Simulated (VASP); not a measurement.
# Ir (P6_3/mmc) in VASP: notebook

Runs on Ir. Level: PBEsol. Tasks: single point.

All numbers are computed with VASP 6.6.1; they aren't measurements. Logs are shortened: lines on timing, memory, paths and dates and some standing lists are left out, and cuts for length are marked.

### Step 1. The cell of the first run

The structure is hexagonal, space group P6_3/mmc (No. 194). The conventional cell has a = 2.719 Å, b = 2.719 Å, c = 4.413 Å, α = 90.00°, β = 90.00°, γ = 120.00°. Ir (site symmetry -6m2) has 12 Ir at 2.71 to 2.72 Å within 3.6 Å.

### Step 2. Single point, PBEsol

File INCAR:

```
  PREC = Accurate
  ENCUT = 520
  EDIFF = 1E-7
  ISMEAR = -1
  SIGMA = 0.1
  LREAL = False
  LASPH = True
  NELM = 100
  ALGO = Normal
  ISIF = 2
  LWAVE = False
  LCHARG = False
  GGA = PS
  NBANDS = 16
```

File KPOINTS:

```
regular mesh
0
Gamma
  13 13 7
```

File POSCAR:

```
Ir
1.0
    2.7191415113      0.0000000000      0.0000000000
   -1.3595707557      2.3548456253      0.0000000000
    0.0000000000      0.0000000000      4.4130191885
Ir
2
Direct
    0.3333333333      0.6666666667      0.2500000000
    0.6666666667      0.3333333333      0.7500000000
```

Potentials or basis: VASP PAW PBE potentials, release 64 (Ir).

On the command line:

```sh
$ cat potpaw_PBE.64/Ir/POTCAR > POTCAR
$ mpirun -np 1 vasp_std > vasp.out
```

OUTCAR:

```text
PREC = Accurate
   ENCUT = 520
   EDIFF = 1E-7
   ISMEAR = -1
   LREAL = False
   LASPH = True
   NELM = 100
   ISIF = 2
   GGA = PS

 ion  position               nearest neighbor table
   1  0.333  0.667  0.250-   2 2.71   2 2.71   2 2.71   2 2.71   2 2.71   2 2.71
   2  0.667  0.333  0.750-   1 2.71   1 2.71   1 2.71   1 2.71   1 2.71   1 2.71

  LATTYP: Found a hexagonal cell.
 ALAT       =     2.7191415113
 C/A-ratio  =     1.6229457607

  Lattice vectors:

 A1 = (   2.7191415113,   0.0000000000,   0.0000000000)
 A2 = (  -1.3595707557,   2.3548456253,   0.0000000000)
 A3 = (   0.0000000000,   0.0000000000,   4.4130191885)

Analysis of symmetry for initial positions (statically):
=====================================================================
 Subroutine PRICEL returns:
 Original cell was already a primitive cell.

 Routine SETGRP: Setting up the symmetry group for a
 hexagonal supercell.

 Subroutine GETGRP returns: Found 24 space group operations
 (whereof 12 operations were pure point group operations)
 out of a pool of 24 trial point group operations.

The static configuration has the point symmetry D_3d.
 The point group associated with its full space group is D_6h.

Analysis of symmetry for dynamics (positions and initial velocities):
=====================================================================
 Subroutine PRICEL returns:
 Original cell was already a primitive cell.

 Routine SETGRP: Setting up the symmetry group for a
 hexagonal supercell.

 Subroutine GETGRP returns: Found 24 space group operations
 (whereof 12 operations were pure point group operations)
 out of a pool of 24 trial point group operations.

The dynamic configuration has the point symmetry D_3d.
 The point group associated with its full space group is D_6h.

 Subroutine INISYM returns: Found 24 space group operations
 (whereof 12 operations are pure point group operations),
 and found     1 'primitive' translations

----------------------------------------------------------------------------------------

                                     Primitive cell

  volume of cell :      28.2573

  direct lattice vectors                    reciprocal lattice vectors
     2.719141511  0.000000000  0.000000000     0.367763133  0.212328144  0.000000000
    -1.359570756  2.354845625  0.000000000     0.000000000  0.424656287  0.000000000
[... 76 lines left out ...]
   PREC   = accura    normal or accurate (medium, high low for compatibility)
   ISTART =      0    job   : 0-new  1-cont  2-samecut
   ICHARG =      2    charge: 1-file 2-atom 10-const
   ISPIN  =      1    spin polarized calculation?
   LNONCOLLINEAR =      F non collinear calculations
   LSORBIT =      F    spin-orbit coupling
   LASPH  =      T    aspherical Exc in radial PAW
   ENCUT  =  520.0 eV  38.22 Ry    6.18 a.u.   5.06  5.06  8.21*2*pi/ulx,y,z
   NELM   =    100;   NELMIN=  2; NELMDL= -5     # of ELM steps
   EDIFF  = 0.1E-06   stopping-criterion for ELM
   LREAL  =      F    real-space projection
   EDIFFG = 0.1E-05   stopping-criterion for IOM
   NSW    =      0    number of steps for IOM
   IBRION =     -1    ionic relax: 0-MD 1-quasi-New 2-CG
   NFREE  =      0    steps in history (QN), initial steepest desc. (CG)
   ISIF   =      2    stress and relaxation
   ISYM   =      2    0-nonsym 1-usesym 2-fastsym
   POTIM  = 0.5000    time-step for ionic-motion
   TEBEG  =    0.0;   TEEND  =   0.0 temperature during run
   PSTRESS=    0.0 pullay stress
   NELECT =      18.0000    total number of electrons
   NUPDOWN=      -1.0000    fix difference up-down
   EMIN   =  10.00;   EMAX   =-10.00  energy-range for DOS
   EFERMI =   0.00;   METHOD = LEGACY
   ISMEAR =    -1;   SIGMA  =   0.10  broadening in eV -4-tet -1-fermi 0-gaus
   EFERMI_NEDOS =   21; number of points for ismear=-14 and -15
   IALGO  =     38    algorithm
   IMIX   =      4    mixing-type and parameters
     AMIX     =   0.40;   BMIX     =  1.00
     AMIX_MAG =   1.60;   BMIX_MAG =  1.00
  volume/ion in A,a.u.               =      14.13        95.34
  Fermi-wavevector in a.u.,A,eV,Ry     =   1.408604  2.661876 26.996214  1.984166
  Thomas-Fermi vector in A             =   2.530745
   LORBIT       =      0    0 simple, 1 ext, 2 COOP (PROOUT), +10 PAW based schemes
   GGA     = PS    functional components
   LHFCALC =     F    Hartree Fock is set to
   AEXX    =    0.0000 exact exchange contribution
   IVDW    =     0    specifies the selected vdW correction
   LEPSILON=     F    determine dielectric tensor
   LRPA    =     F    only Hartree local field effects (RPA)
 non-spin polarized calculation
  energy-cutoff  :      520.00
  volume of cell :       28.26
 maximum number of plane-waves:       774
   NGX = 11   NGY = 11   NGZ = 17

 number of electron      18.0000000 magnetization

 Free energy of the ion-electron system (eV)
  ---------------------------------------------------
  ext. energy  EPLUGINS =         0.00000000
  ---------------------------------------------------
  free energy    TOTEN  =       -19.51497599 eV

  energy without entropy =      -19.43134190  energy(sigma->0) =      -19.47315895

 E-fermi :  10.4099     XC(G=0): -14.1085

 val. band max:       10.3978100627   @ k =   0.3846   0.0000   0.1429
 cond. band min:      10.4136504384   @ k =   0.3846   0.2308   0.2857
 fundamental gap:      0.0158403757
 Fermi energy:        10.4098565123

 k-point     1 :       0.0000    0.0000    0.0000
  band No.  band energies     occupation
      1      -0.9362      2.00000
      2       2.1321      2.00000
      3       6.4022      2.00000
      4       6.5126      2.00000
      5       6.5126      2.00000
      6       7.1771      2.00000
[... 433 lines left out ...]
      3       5.6290      2.00000
      4       6.0914      2.00000
      5       6.5311      2.00000
      6       7.0133      2.00000
[... 8 lines left out ...]
     15      27.4146      0.00000
     16      28.0019      0.00000

 [... further k-points ...]
[... 5 lines left out ...]
  --------------------------------------------------------------------------------------
  -------------------------------------------------------------------------------------
  Total        0.1698242      0.1698242      0.1758014     -0.0000000      0.0000000      0.0000000
  in kB        9.6289781      9.6289781      9.9678836     -0.0000000      0.0000000      0.0000000
  external PRESSURE =       9.7419466 kB  Pullay stress =       0.0000000 kB

 VOLUME and BASIS-vectors are now :
 -----------------------------------------------------------------------------
  energy-cutoff  :      520.00
  volume of cell :       28.26
      direct lattice vectors                 reciprocal lattice vectors
     2.719141511  0.000000000  0.000000000     0.367763133  0.212328144  0.000000000
    -1.359570756  2.354845625  0.000000000     0.000000000  0.424656287  0.000000000
     0.000000000  0.000000000  4.413019188     0.000000000  0.000000000  0.226602232

 POSITION                                       TOTAL-FORCE (eV/Angst)
 -----------------------------------------------------------------------------------
     -0.00000      1.56990      1.10325         0.000000     -0.000000      0.000000
      1.35957      0.78495      3.30976         0.000000      0.000000      0.000000
 -----------------------------------------------------------------------------------
    total drift:                               -0.000000      0.000000     -0.000000

  FREE ENERGIE OF THE ION-ELECTRON SYSTEM (eV)
  ---------------------------------------------------
  free  energy   TOTEN  =       -19.5149759927 eV

  energy  without entropy=      -19.4313419018  energy(sigma->0) =      -19.47315895
```

It took 17 s on 1 thread of AMD EPYC 9R45 (Zen 5), shared host; peak memory 0.13 GiB.

Results:

| Property | Result |
| --- | --- |
| Free energy | -19.5150 eV |
| Pressure | 1.0 GPa |
| Band gap on the k mesh | zero (band 9 reaches 11.38 eV, above the bottom of band 10 at 7.94 eV) |

Caveat: the PAW data sets were made with another functional, which shifts forces and pressure a little; spin-orbit coupling is left out, which moves the levels of the heavy elements.

### Step 3. Single point, PBEsol (volume scaled by 0.88)

File INCAR:

```
SYSTEM = Ir
  PREC = Accurate
  ENCUT = 520
  EDIFF = 1E-6
  ISMEAR = -1
  SIGMA = 0.1
  LREAL = .False.
  LASPH = .True.
  NELM = 60
  ALGO = Normal
  ISIF = 2
  LWAVE = .False.
  LCHARG = .False.
  GGA = PS
  NBANDS = 16
```

File KPOINTS:

```
regular mesh
0
Gamma
  15 15 8
  0 0 0
```

File POSCAR:

```
Ir
1.0
    2.6057097263      0.0000000000      0.0000000000
   -1.3028548632      2.2566108179      0.0000000000
    0.0000000000      0.0000000000      4.2289255538
Ir
2
Direct
    0.3333333333      0.6666666667      0.2500000000
    0.6666666667      0.3333333333      0.7500000000
```

Potentials or basis: VASP PAW PBE potentials, release 64 (Ir).

On the command line:

```sh
$ cat potpaw_PBE.64/Ir/POTCAR > POTCAR
$ mpirun -np 1 vasp_std > vasp.out
```

It took 19 s on 1 thread of AMD EPYC 9R45 (Zen 5), shared host; peak memory 0.14 GiB.

The run converged. Its results:

```yaml
Free_energy: -18.8702 eV
Pressure: 69.3 GPa
Band_gap_on_the_k_mesh: zero (band 9 reaches 14.06 eV, above the bottom of band 10 at 9.96 eV)
```

Stress tensor (GPa, compression positive):
```
68.91  0.00  0.00
 0.00 68.91  0.00
 0.00  0.00 70.02
```

Levels at points of the mesh, in eV from the Fermi level:
```tsv
k point	band 7	band 8	band 9	band 10	band 11	band 12
(0.00, 0.00, 0.00)	-3.93	-2.93	-2.93	-1.23	0.32	0.32
(0.00, 0.00, 0.50)	-4.89	-4.89	-0.56	-0.56	-0.56	-0.56
```

Caveat: the PAW data sets were made with another functional, which shifts forces and pressure a little; spin-orbit coupling is left out, which moves the levels of the heavy elements.

### Step 4. Single point, PBEsol (volume scaled by 0.92)

File INCAR:

```
  PREC = Accurate
  ENCUT = 520
  EDIFF = 1E-6
  ISMEAR = -1
  SIGMA = 0.1
  LREAL = F
  LASPH = T
  NELM = 100
  ALGO = Normal
  ISIF = 2
  LWAVE = F
  LCHARG = F
  GGA = PS
  NBANDS = 16
```

File KPOINTS:

```
regular mesh
0
Gamma
  15 15 8
```

File POSCAR:

```
Ir
1.0
    2.6446066508      0.0000000000      0.0000000000
   -1.3223033254      2.2902965426      0.0000000000
    0.0000000000      0.0000000000      4.2920531526
Ir
2
Direct
    0.3333333333      0.6666666667      0.2500000000
    0.6666666667      0.3333333333      0.7500000000
```

On the command line:

```sh
$ cat potpaw_PBE.64/Ir/POTCAR > POTCAR
$ mpirun -np 1 vasp_std > vasp.out
```

Wall time 20 s (1 thread of AMD EPYC 9R45 (Zen 5), shared host); peak memory 0.14 GiB.

Results (log left out):

- Free energy: -19.2549 eV
- Pressure: 40.8 GPa
- Band gap on the k mesh: zero (band 9 reaches 13.09 eV, above the bottom of band 10 at 9.27 eV)

Stress tensor (GPa, compression positive):
```
40.60  0.00  0.00
 0.00 40.60  0.00
 0.00  0.00 41.10
```

Levels at points of the mesh, in eV from the Fermi level:
```
           k point  band 6  band 7  band 8  band 9  band 10  band 11  band 12  band 13
(0.00, 0.00, 0.00)   -3.67   -3.67   -2.73   -2.73    -1.12     0.31     0.31     7.87
(0.00, 0.00, 0.50)   -4.56   -4.56   -4.56   -0.53    -0.53    -0.53    -0.53    13.59
```

Caveat: the PAW data sets were made with another functional, which shifts forces and pressure a little; spin-orbit coupling is left out, which moves the levels of the heavy elements.

### Step 5. Summary

| cell | k mesh | gap on the mesh (eV) | pressure (GPa) |
| --- | --- | --- | --- |
| a = 2.719, b = 2.719, c = 4.413 Å, angles 90.0, 90.0, 120.0°, 2 atoms | 13 × 13 × 7 | none | 1.0 |
| a = 2.606, b = 2.606, c = 4.229 Å, angles 90.0, 90.0, 120.0°, 2 atoms | 15 × 15 × 8 | none | 69.3 |
| a = 2.645, b = 2.645, c = 4.292 Å, angles 90.0, 90.0, 120.0°, 2 atoms | 15 × 15 × 8 | none | 40.8 |

Alike in all rows: task single point; level PBEsol; potentials or basis VASP PAW PBE potentials, release 64 (Ir); no spin polarisation; cutoff (eV) 520; smearing fermi-dirac 0.1 eV.

Caveats: the PAW data sets were made with another functional, which shifts forces and pressure a little; spin-orbit coupling is left out, which moves the levels of the heavy elements.

Total energies depend on the potentials used, so only differences within one code and one set of settings carry meaning.
